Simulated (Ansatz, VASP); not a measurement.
**One calculation of Mg3CdSe4, two programs**

Contents of INCAR:

```
SYSTEM = Mg3CdSe4
PREC = Accurate ; ENCUT = 520
EDIFF = 1E-7 ; ISMEAR = 0
SIGMA = 0.1 ; LREAL = .FALSE.
LASPH = .TRUE. ; NELM = 80
ALGO = Normal ; ISIF = 2
LWAVE = .FALSE. ; LCHARG = .TRUE.
GGA = PE ; LELF = .TRUE.
LVHAR = .TRUE. ; NBANDS = 31
```

File KPOINTS:

```
Automatic mesh
0
G
  6 6 6
  0 0 0
```

File POSCAR:

```
Mg3CdSe4
1.0
   -1.9691370199      3.4106453655      0.0000000000
   -3.9382740398      0.0000000000      0.0000000000
   -1.9691370199      1.1368817885     12.8728722000
Mg Cd Se
3 1 4
Direct
    0.7514670000      0.7514670000      0.7455990000
    0.5000000000      0.5000000000      0.5000000000
    0.2485330000      0.2485330000      0.2544010000
    0.0000000000      0.0000000000      0.0000000000
    0.3775650000      0.3775650000      0.8673050000
    0.1257600000      0.1257600000      0.6227200000
    0.8742400000      0.8742400000      0.3772800000
    0.6224350000      0.6224350000      0.1326950000
```

Input for Ansatz:

```yaml
crystal:
  lattice:
    - [-1.9691370199, 3.4106453655, 0.0]
    - [-3.9382740398, 0.0, 0.0]
    - [-1.9691370199, 1.1368817885, 12.8728722]
  atoms:
    - { symbol: Mg, position: [0.751467, 0.751467, 0.745599] }
    - { symbol: Mg, position: [0.5, 0.5, 0.5] }
    - { symbol: Mg, position: [0.248533, 0.248533, 0.254401] }
    - { symbol: Cd, position: [0.0, 0.0, 0.0] }
    - { symbol: Se, position: [0.377565, 0.377565, 0.867305] }
    - { symbol: Se, position: [0.12576, 0.12576, 0.62272] }
    - { symbol: Se, position: [0.87424, 0.87424, 0.37728] }
    - { symbol: Se, position: [0.622435, 0.622435, 0.132695] }
basis:
  ecutwfc: 420
kpoints:
  mp_grid: { grid: [6, 6, 6] }
hamiltonian:
  xc: pbe
scf:
  occupations: { method: gaussian, width: 0.1 }
  lower_state_search: "off"
output:
  forces: true
  stress: true
  eigenvalues: true
```

Alike in both runs: task single point; functional PBE; k mesh 6 × 6 × 6; occupations gaussian, width 0.1 eV; no spin polarisation.

|  | VASP | Ansatz |
| --- | --- | --- |
| version | VASP 6.6.1 | Ansatz 0.2.0 |
| potentials or method | VASP PAW PBE potentials, release 64 (Mg, Cd, Se), cutoff 520 eV | scalar-relativistic, plane waves, PAW |
| valence electrons in the cell | 42 | 114 |

```tsv
	VASP	Ansatz	Ansatz less VASP
gap on the k mesh at the Fermi level (eV)	0.98	1.00	+0.016
least direct gap on the mesh (eV)	1.37	1.39	+0.017
pressure (GPa)	0.0	0.0	-0.01
traceless stress, the component that is largest in VASP (GPa)	-0.04	-0.05	-0.008
rms of the force components (eV/Å)	0.013	0.002	-0.0114
```

Atom by atom the forces differ by 0.012 eV/Å (rms over components). VASP's potentials hold 42 valence electrons a cell and Ansatz's 114, so a difference there can come from the potentials and not from the codes.
